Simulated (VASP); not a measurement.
Write the native input for VASP 6.6.1 that does the following.

| Quantity | Value |
| --- | --- |
| Task | single point |
| Functional | r2SCAN |
| Potentials or basis | VASP PAW PBE potentials, release 64 (Sn_d, O) |
| Cutoff | 660 eV |
| k mesh | 6 × 6 × 8 |
| Occupations | fermi-dirac, width 0.1066 eV |
| Spin | no spin polarisation |
| Dipole correction | no |
| Further INCAR settings | ALGO = Normal; EDIFF = 1e-06; NBANDS = 35 |

SnO2:

```
Sn O
1.0
     4.71670    0.00000    0.00000
     0.00000    4.71670    0.00000
     0.00000    0.00000    3.17217
Sn O
2 4
Direct
  0.00000 0.00000 0.00000
  0.50000 0.50000 0.50000
  0.30710 0.30710 0.00000
  0.19290 0.80710 0.50000
  0.69290 0.69290 0.00000
  0.80710 0.19290 0.50000
```

The input as run:

POSCAR

```
SnO2
1.0
    4.7166969900      0.0000000000      0.0000000000
    0.0000000000      4.7166969900      0.0000000000
    0.0000000000      0.0000000000      3.1721728500
Sn O
2 4
Direct
    0.0000000000      0.0000000000      0.0000000000
    0.5000000000      0.5000000000      0.5000000000
    0.3071000000      0.3071000000      0.0000000000
    0.1929000000      0.8071000000      0.5000000000
    0.6929000000      0.6929000000      0.0000000000
    0.8071000000      0.1929000000      0.5000000000
```

INCAR.step1

```
  PREC = Accurate
  ENCUT = 660
  ISMEAR = -1
  SIGMA = 0.1066
  LREAL = F
  LASPH = T
  NELM = 120
  NBANDS = 35
  GGA = PE
  ALGO = Normal
  EDIFF = 1E-5
  LWAVE = T
  LCHARG = F
  GGA_COMPAT = F
```

INCAR.step2

```
  PREC = Accurate
  ENCUT = 660
  EDIFF = 1E-6
  ISMEAR = -1
  SIGMA = 0.1066
  LREAL = F
  LASPH = T
  NELM = 120
  ALGO = Normal
  ISIF = 2
  LWAVE = F
  LCHARG = F
  METAGGA = R2SCAN
  LMIXTAU = T
  NBANDS = 35
  ISTART = 1
  GGA_COMPAT = F
```

KPOINTS

```
regular mesh
0
Gamma
  6 6 8
```

Potentials or basis: VASP PAW PBE potentials, release 64 (Sn_d, O).

Launch:

```console
$ cat potpaw_PBE.64/Sn_d/POTCAR potpaw_PBE.64/O/POTCAR > POTCAR
$ cp INCAR.step1 INCAR
$ mpirun -np 1 vasp_std > vasp.out
$ cp INCAR.step2 INCAR
$ mpirun -np 1 vasp_std > vasp.out
```

Results of the run:

* Pressure: 7.6 GPa
* Largest force: 0.338 eV/Å
* Band gap on the k mesh: 2.16 eV

Caveat: the cell stands under pressure; the PAW data sets were made with another functional, which shifts forces and pressure a little; spin-orbit coupling is left out, which moves the levels of the heavy elements.

It took 4.7 min on 1 thread of Intel(R) Xeon(R) Platinum 8488C (Sapphire Rapids), with other jobs on the host, peak memory 0.3 GiB.
